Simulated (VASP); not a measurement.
# Cu4H in VASP: relaxation of the atoms with PBEsol

Aim: the relaxation of the atoms of Cu4H with PBEsol.

Everything below comes from runs of VASP 6.6.1. Logs are shortened: lines on timing, memory, paths and dates and some standing lists are left out, and cuts for length are marked.

### 1 The cell of the first run

The cell holds a slab with vacuum, 5 atoms: a = 2.520 Å, b = 2.520 Å, c = 25.172 Å, α = 90.00°, β = 90.00°, γ = 120.00°.

### 2 Relaxation of the atoms, PBEsol

File INCAR:

```
SYSTEM = Cu4H
  PREC = Accurate
  ENCUT = 520
  EDIFF = 1E-6
  ISMEAR = 0
  SIGMA = 0.1
  LREAL = .False.
  LASPH = .True.
  NELM = 60
  ALGO = Normal
  ISIF = 2
  LWAVE = .False.
  LCHARG = .False.
  LDIPOL = .True.
  IDIPOL = 3
  DIPOL = 0.5 0.5 0.497
  GGA = PS
  IBRION = 2
  NSW = 90
  EDIFFG = -0.03
```

File KPOINTS:

```
Automatic mesh
0
Gamma
  12 12 1
  0 0 0
```

File POSCAR:

```
Cu4H
1.0
    2.5196845176      0.0000000000      0.0000000000
   -1.2598422588      2.1821108017      0.0000000000
    0.0000000000      0.0000000000     25.1719413808
Cu H
4 1
Selective dynamics
Direct
    0.6666666667      0.3333333333      0.3376775701  F F F
    0.3333333333      0.6666666667      0.4194080080  F F F
    0.0000000000      0.0000000000      0.5001010441  T T T
    0.6666666667      0.3333333333      0.5807085463  T T T
    0.6666666667      0.3333333333      0.6458604539  T T T
```

Potentials or basis: VASP PAW PBE potentials, release 64 (Cu, H).

Run with:

```bash
$ cat potpaw_PBE.64/Cu/POTCAR potpaw_PBE.64/H/POTCAR > POTCAR
$ mpirun -np 1 vasp_std > vasp.out
```

OUTCAR:

```text
SYSTEM = Cu4H
   PREC = Accurate
   ENCUT = 520
   EDIFF = 1E-6
   ISMEAR = 0
   LREAL = .False.
   LASPH = .True.
   NELM = 60
   ISIF = 2
   GGA = PS
   IBRION = 2
   NSW = 90
   EDIFFG = -0.03

 ion  position               nearest neighbor table
   1  0.667  0.333  0.338-   2 2.52   2 2.52   2 2.52
   2  0.333  0.667  0.419-   3 2.50   3 2.50   3 2.50   1 2.52   1 2.52   1 2.52
   3  0.000  0.000  0.500-   4 2.50   4 2.50   4 2.50   2 2.50   2 2.50   2 2.50
   4  0.667  0.333  0.581-   5 1.64   3 2.50   3 2.50   3 2.50
   5  0.667  0.333  0.646-   4 1.64

  LATTYP: Found a hexagonal cell.
 ALAT       =     2.5196845176
 C/A-ratio  =     9.9901163042

  Lattice vectors:

 A1 = (   2.5196845176,   0.0000000000,   0.0000000000)
 A2 = (  -1.2598422588,   2.1821108017,   0.0000000000)
 A3 = (   0.0000000000,   0.0000000000,  25.1719413808)

Analysis of symmetry for initial positions (statically):
=====================================================================
 Subroutine PRICEL returns:
 Original cell was already a primitive cell.

 Routine SETGRP: Setting up the symmetry group for a
 hexagonal supercell.

 Subroutine GETGRP returns: Found  6 space group operations
 (whereof  6 operations were pure point group operations)
 out of a pool of 24 trial point group operations.

The static configuration has the point symmetry C_3v.

Analysis of symmetry for dynamics (positions and initial velocities):
=====================================================================
 Subroutine PRICEL returns:
 Original cell was already a primitive cell.

 Routine SETGRP: Setting up the symmetry group for a
 hexagonal supercell.

 Subroutine GETGRP returns: Found  6 space group operations
 (whereof  6 operations were pure point group operations)
 out of a pool of 24 trial point group operations.

The dynamic configuration has the point symmetry C_3v.

Analysis of constrained symmetry for selective dynamics:
=====================================================================
 Subroutine PRICEL returns:
 Original cell was already a primitive cell.

 Routine SETGRP: Setting up the symmetry group for a
 hexagonal supercell.

 Subroutine GETGRP returns: Found  6 space group operations
 (whereof  6 operations were pure point group operations)
 out of a pool of 24 trial point group operations.

The constrained configuration has the point symmetry C_3v.

 Subroutine INISYM returns: Found  6 space group operations
 (whereof  6 operations are pure point group operations),
 and found     1 'primitive' translations

----------------------------------------------------------------------------------------

                                     Primitive cell

  volume of cell :     138.4011

  direct lattice vectors                    reciprocal lattice vectors
     2.519684518  0.000000000  0.000000000     0.396875082  0.229135936  0.000000000
    -1.259842259  2.182110802  0.000000000     0.000000000  0.458271871  0.000000000
     0.000000000  0.000000000 25.171941381     0.000000000  0.000000000  0.039726773

  length of vectors
     2.519684518  2.519684518 25.171941381     0.458271871  0.458271871  0.039726773

  position of ions in fractional coordinates (direct lattice)
     0.666666667  0.333333333  0.337677570
     0.333333333  0.666666667  0.419408008
     0.000000000  0.000000000  0.500101044
     0.666666667  0.333333333  0.580708546
     0.666666667  0.333333333  0.645860454

  ion indices of the primitive-cell ions
   primitive index   ion index
                 1           1
                 2           2
[... 26 lines left out ...]
 ===========================================

 Found     19 irreducible k-points:

 Following reciprocal coordinates:
            Coordinates               Weight
  0.000000  0.000000  0.000000      1.000000
  0.083333 -0.000000  0.000000      6.000000
  0.166667  0.000000  0.000000      6.000000
  0.250000  0.000000  0.000000      6.000000
  0.333333  0.000000  0.000000      6.000000
  0.416667 -0.000000  0.000000      6.000000
[... 11 lines left out ...]
  0.333333  0.250000  0.000000     12.000000
  0.333333  0.333333  0.000000      2.000000
   k-points           NKPTS =     19   k-points in BZ     NKDIM =     19   number of bands    NBANDS=     27
   number of dos      NEDOS =    301   number of ions     NIONS =      5
   total plane-waves  NPLWV =  76800
   dimension x,y,z NGX =    20 NGY =   20 NGZ =  192
   dimension x,y,z NGXF=    40 NGYF=   40 NGZF=  384
   ions per type =               4   1
   NGX,Y,Z   is equivalent  to a cutoff of  13.20, 13.20, 12.68 a.u.
   NGXF,Y,Z  is equivalent  to a cutoff of  26.39, 26.39, 25.36 a.u.
 SYSTEM =  Cu4H
   PREC   = accura    normal or accurate (medium, high low for compatibility)
   ISTART =      0    job   : 0-new  1-cont  2-samecut
   ICHARG =      2    charge: 1-file 2-atom 10-const
   ISPIN  =      1    spin polarized calculation?
   LNONCOLLINEAR =      F non collinear calculations
   LSORBIT =      F    spin-orbit coupling
   LASPH  =      T    aspherical Exc in radial PAW
   ENCUT  =  520.0 eV  38.22 Ry    6.18 a.u.   4.68  4.68 46.80*2*pi/ulx,y,z
   NELM   =     60;   NELMIN=  2; NELMDL= -5     # of ELM steps
   EDIFF  = 0.1E-05   stopping-criterion for ELM
   LREAL  =      F    real-space projection
   EDIFFG = -.3E-01   stopping-criterion for IOM
   NSW    =     90    number of steps for IOM
   IBRION =      2    ionic relax: 0-MD 1-quasi-New 2-CG
   NFREE  =      1    steps in history (QN), initial steepest desc. (CG)
   ISIF   =      2    stress and relaxation
   ISYM   =      2    0-nonsym 1-usesym 2-fastsym
   POTIM  = 0.5000    time-step for ionic-motion
   TEBEG  =    0.0;   TEEND  =   0.0 temperature during run
   PSTRESS=    0.0 pullay stress
   NELECT =      45.0000    total number of electrons
   NUPDOWN=      -1.0000    fix difference up-down
   EMIN   =  10.00;   EMAX   =-10.00  energy-range for DOS
   EFERMI =   0.00;   METHOD = LEGACY
   ISMEAR =     0;   SIGMA  =   0.10  broadening in eV -4-tet -1-fermi 0-gaus
   EFERMI_NEDOS =   21; number of points for ismear=-14 and -15
   IALGO  =     38    algorithm
   IMIX   =      4    mixing-type and parameters
     AMIX     =   0.40;   BMIX     =  1.00
     AMIX_MAG =   1.60;   BMIX_MAG =  1.00
  volume/ion in A,a.u.               =      27.68       186.80
  Fermi-wavevector in a.u.,A,eV,Ry     =   1.125725  2.127312 17.242086  1.267258
  Thomas-Fermi vector in A             =   2.262404
   LORBIT       =      0    0 simple, 1 ext, 2 COOP (PROOUT), +10 PAW based schemes
   GGA     = PS    functional components
   LHFCALC =     F    Hartree Fock is set to
   AEXX    =    0.0000 exact exchange contribution
   IVDW    =     0    specifies the selected vdW correction
   LEPSILON=     F    determine dielectric tensor
   LRPA    =     F    only Hartree local field effects (RPA)
 conjugate gradient relaxation of ions
 non-spin polarized calculation
 Gauss-broadening in eV      SIGMA  =   0.10
  energy-cutoff  :      520.00
  volume of cell :      138.40
 maximum number of plane-waves:      3765
 NGX is ok and might be reduce to    20
   NGX =  9   NGY =  9   NGZ = 93

 dipolmoment           0.000000      0.000000     -0.000204 electrons x Angstroem

--------------------------------------- Ionic step        1  -------------------------------------------

 number of electron      45.0000010 magnetization

 Free energy of the ion-electron system (eV)
  ---------------------------------------------------
  ext. energy  EPLUGINS =         0.00000000
  ---------------------------------------------------
  free energy    TOTEN  =       -18.66797009 eV

  energy without entropy =      -18.65971813  energy(sigma->0) =      -18.66384411

------------------------ aborting loop because EDIFF is reached ----------------------------------------

  FORCE on cell =-STRESS in cart. coord.  units (eV):
  Direction    XX          YY          ZZ          XY          YZ          ZX
  --------------------------------------------------------------------------------------
  -------------------------------------------------------------------------------------
  Total       -0.7794180     -0.7794180     -1.5378658      0.0000000     -0.0000000      0.0000000
  in kB       -9.0228006     -9.0228006    -17.8028419      0.0000000     -0.0000000      0.0000000
  external PRESSURE =     -11.9494810 kB  Pullay stress =       0.0000000 kB
[... 145 lines left out ...]
 number of electron      45.0000006 magnetization

------------------------ aborting loop because EDIFF is reached ----------------------------------------

 vacuum level on the upper side and lower side of the slab       (xc-potential included)         0.036        -0.175

  FORCE on cell =-STRESS in cart. coord.  units (eV):
  Direction    XX          YY          ZZ          XY          YZ          ZX
  --------------------------------------------------------------------------------------
  -------------------------------------------------------------------------------------
  Total       -0.9997400     -0.9997400     -0.3658882      0.0000000      0.0000000      0.0000000
  in kB      -11.5733200    -11.5733200     -4.2356429      0.0000000      0.0000000      0.0000000
  external PRESSURE =      -9.1274276 kB  Pullay stress =       0.0000000 kB
[... 26 lines left out ...]
--------------------------------------- Ionic step        6  -------------------------------------------

 number of electron      44.9999998 magnetization

 dipolmoment           0.000000      0.000000      0.007433 electrons x Angstroem

 Free energy of the ion-electron system (eV)
  ---------------------------------------------------
  ext. energy  EPLUGINS =         0.00000000
  ---------------------------------------------------
  free energy    TOTEN  =       -18.76083605 eV

  energy without entropy =      -18.75239158  energy(sigma->0) =      -18.75661381

 E-fermi :  -0.7780     XC(G=0):  -5.2943

 val. band max:       -0.7846272054   @ k =   0.2500   0.2500   0.0000
 cond. band min:      -0.6356716676   @ k =   0.4167   0.0833   0.0000
 fundamental gap:      0.1489555378
 Fermi energy:        -0.7779962475

 k-point     1 :       0.0000    0.0000    0.0000
  band No.  band energies     occupation
      1     -10.0245      2.00000
      2      -8.9042      2.00000
      3      -7.3905      2.00000
      4      -6.2256      2.00000
      5      -5.9170      2.00000
      6      -4.0475      2.00000
[... 559 lines left out ...]
     26       3.9007      0.00000
     27       4.6892      0.00000

------------------------ aborting loop because EDIFF is reached ----------------------------------------

 vacuum level on the upper side and lower side of the slab       (xc-potential included)        -0.008        -0.236

  FORCE on cell =-STRESS in cart. coord.  units (eV):
  Direction    XX          YY          ZZ          XY          YZ          ZX
  --------------------------------------------------------------------------------------
  -------------------------------------------------------------------------------------
  Total       -1.0092983     -1.0092983     -0.2812977      0.0000000      0.0000000      0.0000000
  in kB      -11.6839705    -11.6839705     -3.2563952      0.0000000      0.0000000      0.0000000
  external PRESSURE =      -8.8747788 kB  Pullay stress =       0.0000000 kB
[... 20 lines left out ...]
  FREE ENERGIE OF THE ION-ELECTRON SYSTEM (eV)
  ---------------------------------------------------
  free  energy   TOTEN  =       -18.7608360466 eV

  energy  without entropy=      -18.7523915831  energy(sigma->0) =      -18.75661381

 reached required accuracy - stopping structural energy minimisation

 vacuum level on the upper side and lower side of the slab         4.401         4.172
```

Wall time 3.5 min (1 thread of Intel Xeon 6975P-C (Granite Rapids), shared host); peak memory 0.29 GiB.

Results:

| Quantity | Value |
| --- | --- |
| Free energy | -18.7608 eV |
| Energy gained by relaxing | 18.6 meV/atom |
| Ionic steps | 6 |
| Band gap on the k mesh | zero (an odd number of electrons rules out a gap without spin polarisation) |

The path:
| step | energy change (eV) | largest force on free atoms (eV/Å) | pressure (GPa) |
| --- | --- | --- | --- |
| 1 | 0.0000 | 1.2528 | -1.19 |
| 2 | -0.0864 | 0.2991 | -0.98 |
| 3 | -0.0891 | 0.2487 | -0.90 |
| 4 | -0.0891 | 0.2433 | -0.92 |
| 5 | -0.0918 | 0.1302 | -0.91 |
| 6 | -0.0929 | 0.0158 | -0.89 |

Final structure:
```
CELL_PARAMETERS angstrom
2.51968 0.00000 0.00000
-1.25984 2.18211 0.00000
0.00000 0.00000 25.17194
ATOMIC_POSITIONS crystal
Cu 0.66667 0.33333 0.33768
Cu 0.33333 0.66667 0.41941
Cu 0.00000 0.00000 0.50100
Cu 0.66667 0.33333 0.58341
H 0.66667 0.33333 0.64295
```

Levels at points of the mesh, in eV from the Fermi level:
```tsv
k point	band 21	band 22	band 23	band 24	band 25	band 26
(0.00, 0.00, 0.00)	-1.91	-1.91	-1.58	-1.58	-0.64	3.54
(0.50, 0.00, 0.00)	-0.40	0.44	0.77	1.32	1.58	4.59
```

Caveat: the PAW data sets were made with another functional, which shifts forces and pressure a little.

The gap in the log of VASP goes by the Fermi energy; the results here count the filled bands.